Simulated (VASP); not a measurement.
# ZrS (I4/mmm) in VASP: further runs, part 2 of 2

VASP 6.6.1.

### 3 Single point, r2SCAN (strain -0.030 along x and y, +0.000 along z)

POSCAR reads:

```
ZrS
1.0
    0.0000000000      2.5340905666      2.6124645017
    2.5340905666      0.0000000000      2.6124645017
    2.5340905666      2.5340905666      0.0000000000
Zr S
1 1
Direct
    0.0000000000      0.0000000000      0.0000000000
    0.5000000000      0.5000000000      0.5000000000
```

INCAR.step1 reads:

```
PREC = Accurate
ENCUT = 520
ISMEAR = 0
SIGMA = 0.15
LREAL = F
LASPH = T
NELM = 100
NBANDS = 16
GGA = PE
ALGO = Normal
EDIFF = 1E-4
LWAVE = T
LCHARG = F
```

INCAR.step2 reads:

```
PREC = Accurate
ENCUT = 520
EDIFF = 1E-6
ISMEAR = 0
SIGMA = 0.15
LREAL = F
LASPH = T
NELM = 100
ALGO = Normal
ISIF = 2
LWAVE = F
LCHARG = F
METAGGA = R2SCAN
LMIXTAU = T
NBANDS = 16
ISTART = 1
```

KPOINTS reads:

```
regular mesh
0
Gamma
  20 20 20
```

Potentials or basis: VASP PAW PBE potentials, release 64 (Zr_sv, S).

Started as:

```
> cat potpaw_PBE.64/Zr_sv/POTCAR potpaw_PBE.64/S/POTCAR > POTCAR
> cp INCAR.step1 INCAR
> mpirun -np 1 vasp_std > vasp.out
> cp INCAR.step2 INCAR
> mpirun -np 1 vasp_std > vasp.out
```

Run time: 8.5 min. Hardware: 1 thread of Intel Xeon 6975P-C (Granite Rapids), shared host; peak memory 0.44 GiB.

It converged, with:

```yaml
Free_energy: -33.8079 eV
Pressure: 10.1 GPa
Band_gap_on_the_k_mesh: zero (bands 9 and 10 overlap by 3.20 eV)
```

Stress tensor (GPa, compression positive):
```
13.67  0.00  0.00
 0.00 13.67  0.00
 0.00  0.00  2.91
```

Levels at points of the mesh, in eV from the Fermi level:
| k point | band 5 | band 6 | band 7 | band 8 | band 9 | band 10 | band 11 | band 12 | band 13 | band 14 |
| --- | --- | --- | --- | --- | --- | --- | --- | --- | --- | --- |
| (0.00, 0.00, 0.00) | -17.14 | -4.05 | -3.94 | -3.94 | -1.82 | -1.46 | -1.46 | -0.87 | -0.72 | 3.08 |
| (0.50, 0.00, 0.00) | -15.25 | -8.88 | -6.75 | -6.73 | 1.66 | 1.78 | 2.16 | 2.17 | 6.03 | 6.21 |
| (0.50, 0.50, 0.00) | -16.25 | -7.01 | -4.87 | -4.87 | -3.91 | 0.47 | 2.73 | 2.73 | 3.45 | 4.23 |
| (0.50, 0.00, 0.50) | -16.22 | -6.78 | -5.04 | -5.00 | -3.88 | 0.63 | 2.56 | 2.83 | 3.43 | 4.27 |

Caveat: the cell differs from its parent crystal (strain -0.030 along x and y, +0.000 along z); the cell stands under pressure; the PAW data sets were made with another functional, which shifts forces and pressure a little.

### 4 Single point, r2SCAN (strain +0.030 along x and y, +0.000 along z)

POSCAR reads:

```
ZrS
1.0
    0.0000000000      2.6908384368      2.6124645017
    2.6908384368      0.0000000000      2.6124645017
    2.6908384368      2.6908384368      0.0000000000
Zr S
1 1
Direct
    0.0000000000      0.0000000000      0.0000000000
    0.5000000000      0.5000000000      0.5000000000
```

INCAR.step1 reads:

```
ALGO = Normal ; EDIFF = 1E-4
ENCUT = 520 ; GGA = PE
ISMEAR = 0 ; LASPH = T
LCHARG = F ; LREAL = F
LWAVE = T ; NBANDS = 16
NELM = 100 ; PREC = Accurate
SIGMA = 0.15
```

INCAR.step2 reads:

```
ALGO = Normal ; EDIFF = 1E-6
ENCUT = 520 ; ISIF = 2
ISMEAR = 0 ; ISTART = 1
LASPH = T ; LCHARG = T
LELF = T ; LMIXTAU = T
LREAL = F ; LVHAR = T
LWAVE = F ; METAGGA = R2SCAN
NBANDS = 16 ; NELM = 100
PREC = Accurate ; SIGMA = 0.15
```

KPOINTS reads:

```
k-points
0
Gamma
  20 20 20
```

Potentials or basis: VASP PAW PBE potentials, release 64 (Zr_sv, S).

Started as:

```
> cat potpaw_PBE.64/Zr_sv/POTCAR potpaw_PBE.64/S/POTCAR > POTCAR
> cp INCAR.step1 INCAR
> mpirun -np 1 vasp_std > vasp.out
> cp INCAR.step2 INCAR
> mpirun -np 1 vasp_std > vasp.out
```

OUTCAR:

```text
EDIFF = 1E-6
   ENCUT = 520
   ISIF = 2
   ISMEAR = 0
   ISTART = 1
   LASPH = T
   LREAL = F
   METAGGA = R2SCAN
   NELM = 100
   PREC = Accurate

 ion  position               nearest neighbor table
   1  0.000  0.000  0.000-   2 2.61   2 2.61   2 2.69   2 2.69   2 2.69   2 2.69
   2  0.500  0.500  0.500-   1 2.61   1 2.61   1 2.69   1 2.69   1 2.69   1 2.69

  LATTYP: Found a body centered tetragonal cell.
 ALAT       =     3.8054202115
 C/A-ratio  =     1.3730228761

  Lattice vectors:

 A1 = (   0.0000000000,  -2.6908384368,  -2.6124645017)
[... 627 lines left out ...]
      5      -5.0681      2.00000
      6       2.7210      2.00000
[... 8 lines left out ...]
     15      17.7406      0.00000
     16      17.9602      0.00000

 [... further k-points ...]
[... 5 lines left out ...]
  --------------------------------------------------------------------------------------
  -------------------------------------------------------------------------------------
  Total       -2.1817060     -2.1817060     -0.6026523      0.0000000     -0.0000000      0.0000000
  in kB      -92.3955729    -92.3955729    -25.5224128      0.0000000     -0.0000000      0.0000000
  external PRESSURE =     -70.1045196 kB  Pullay stress =       0.0000000 kB

 VOLUME and BASIS-vectors are now :
 -----------------------------------------------------------------------------
  energy-cutoff  :      520.00
  volume of cell :       37.83
      direct lattice vectors                 reciprocal lattice vectors
     0.000000000  2.690838437  2.612464502    -0.185815690  0.185815690  0.191390160
     2.690838437  0.000000000  2.612464502     0.185815690 -0.185815690  0.191390160
     2.690838437  2.690838437  0.000000000     0.185815690  0.185815690 -0.191390160

 POSITION                                       TOTAL-FORCE (eV/Angst)
 -----------------------------------------------------------------------------------
      0.00000      0.00000      0.00000         0.000000      0.000000      0.000000
      2.69084      2.69084      2.61246         0.000000     -0.000000     -0.000000
 -----------------------------------------------------------------------------------
    total drift:                                0.000000      0.000000      0.000000

  FREE ENERGIE OF THE ION-ELECTRON SYSTEM (eV)
  ---------------------------------------------------
  free  energy   TOTEN  =       -33.8246353826 eV

  energy  without entropy=      -33.8091382809  energy(sigma->0) =      -33.81688683
```

OSZICAR.step1:

```text
N       E                     dE             d eps       ncg     rms          rms(c)
DAV:   1     0.122351951638E+03    0.12235E+03   -0.95101E+03 20536   0.109E+03
DAV:   2    -0.109628539277E+02   -0.13331E+03   -0.12863E+03 26904   0.278E+02
DAV:   3    -0.162481161129E+02   -0.52853E+01   -0.52493E+01 32856   0.492E+01
DAV:   4    -0.163390620837E+02   -0.90946E-01   -0.90903E-01 25992   0.573E+00
DAV:   5    -0.163407635536E+02   -0.17015E-02   -0.17014E-02 30408   0.632E-01    0.135E+01
DAV:   6    -0.153909632104E+02    0.94980E+00   -0.21247E+00 25784   0.966E+00    0.612E+00
DAV:   7    -0.153629702771E+02    0.27993E-01   -0.18878E-01 29240   0.277E+00    0.279E+00
DAV:   8    -0.153590550293E+02    0.39152E-02   -0.31019E-02 24104   0.112E+00    0.595E-01
DAV:   9    -0.153579424889E+02    0.11125E-02   -0.28672E-03 25920   0.310E-01    0.218E-01
DAV:  10    -0.153580436098E+02   -0.10112E-03   -0.37832E-04 23536   0.188E-01    0.118E-01
DAV:  11    -0.153580053483E+02    0.38261E-04   -0.13696E-04 17040   0.815E-02
   1 F= -.15358005E+02 E0= -.15349845E+02  d E =-.163213E-01
```

It took 35 min on 1 thread of Oxide Virtual Turin-like, shared host; peak memory 0.44 GiB.

What came out:

| Quantity | Value |
| --- | --- |
| Free energy | -33.8246 eV |
| Pressure | -7.0 GPa |
| Band gap on the k mesh | zero (bands 9 and 10 overlap by 2.75 eV) |

Caveat: the cell differs from its parent crystal (strain +0.030 along x and y, +0.000 along z); the cell stands under tension; the PAW data sets were made with another functional, which shifts forces and pressure a little.

### 5 The runs side by side

```csv
cell,gap on the mesh (eV),pressure (GPa)
"a = 3.612, b = 3.612, c = 3.584 Å, angles 60.3, 60.3, 59.5°, 2 atoms",none,12.6
"a = 3.640, b = 3.640, c = 3.584 Å, angles 60.5, 60.5, 59.0°, 2 atoms",none,10.1
"a = 3.750, b = 3.750, c = 3.805 Å, angles 59.5, 59.5, 61.0°, 2 atoms",none,-7.0
```

Alike in all rows: task single point; level r2SCAN; potentials or basis VASP PAW PBE potentials, release 64 (Zr_sv, S); no spin polarisation; k mesh 20 × 20 × 20; cutoff (eV) 520; smearing gaussian 0.15 eV.

Caveats: the PAW data sets were made with another functional, which shifts forces and pressure a little; the cell stands under pressure (at least some runs); the cell stands under tension (at least some runs).

Absolute energies hang on the potentials; compare differences alone.
